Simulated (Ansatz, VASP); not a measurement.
**One calculation of WSe2, two programs**

File INCAR:

```
ALGO = Normal ; EDIFF = 1E-6
ENCUT = 520 ; GGA = PE
ISIF = 2 ; ISMEAR = 0
IVDW = 12 ; LASPH = True
LCHARG = False ; LREAL = False
LWAVE = False ; NBANDS = 20
NELM = 100 ; PREC = Accurate
SIGMA = 0.05
```

KPOINTS

```
k-points
0
Gamma
  9 9 4
```

The input POSCAR:

```
WSe2
1.0
    3.3277852269      0.0000000000      0.0000000000
   -1.6638926134      2.8819465448      0.0000000000
    0.0000000000      0.0000000000      6.8016602252
W Se
1 2
Direct
    0.0000000000      0.0000000000      0.0000000000
    0.3333333333      0.6666666667      0.2286623833
    0.3333333333      0.6666666667      0.7713376167
```

Input for Ansatz:

```yaml
crystal:
  lattice:
    - [3.3277852269, 0.0, 0.0]
    - [-1.6638926134, 2.8819465448, 0.0]
    - [0.0, 0.0, 6.8016602252]
  atoms:
    - { symbol: W, position: [0.0, 0.0, 0.0] }
    - { symbol: Se, position: [0.3333333333, 0.6666666667, 0.2286623833] }
    - { symbol: Se, position: [0.3333333333, 0.6666666667, 0.7713376167] }
basis:
  ecutwfc: 420
kpoints:
  mp_grid: { grid: [9, 9, 4] }
hamiltonian:
  xc: pbe
  pseudopotentials: { kind: paw, azcp: { folder: soft_1 } }
  dispersion: d3bj
scf:
  occupations: { method: gaussian, width: 0.05 }
output:
  forces: true
  stress: true
  eigenvalues: true
```

Alike in both runs: task single point; functional PBE; dispersion D3(BJ); k mesh 9 × 9 × 4; occupations gaussian, width 0.05 eV; no spin polarisation.

```csv
,VASP,Ansatz
version,VASP 6.6.1,Ansatz 0.2.0
potentials or method,"VASP PAW PBE potentials, release 64 (W_sv, Se), cutoff 520 eV","scalar-relativistic, plane waves, PAW"
valence electrons in the cell,26,46
```

|  | VASP | Ansatz | Ansatz less VASP |
| --- | --- | --- | --- |
| gap on the k mesh at the Fermi level (eV) | 0.54 | 0.55 | +0.012 |
| least direct gap on the mesh (eV) | 1.22 | 1.23 | +0.005 |
| pressure (GPa) | 8.5 | 8.1 | -0.40 |
| traceless stress, the component that is largest in VASP (GPa) | 8.89 | 8.80 | -0.088 |
| rms of the force components (eV/Å) | 1.087 | 1.057 | -0.0302 |

Atom by atom the forces differ by 0.030 eV/Å (rms over components). VASP's potentials hold 26 valence electrons a cell and Ansatz's 46, so a difference there can come from the potentials and not from the codes.

Spin-orbit coupling is off throughout.
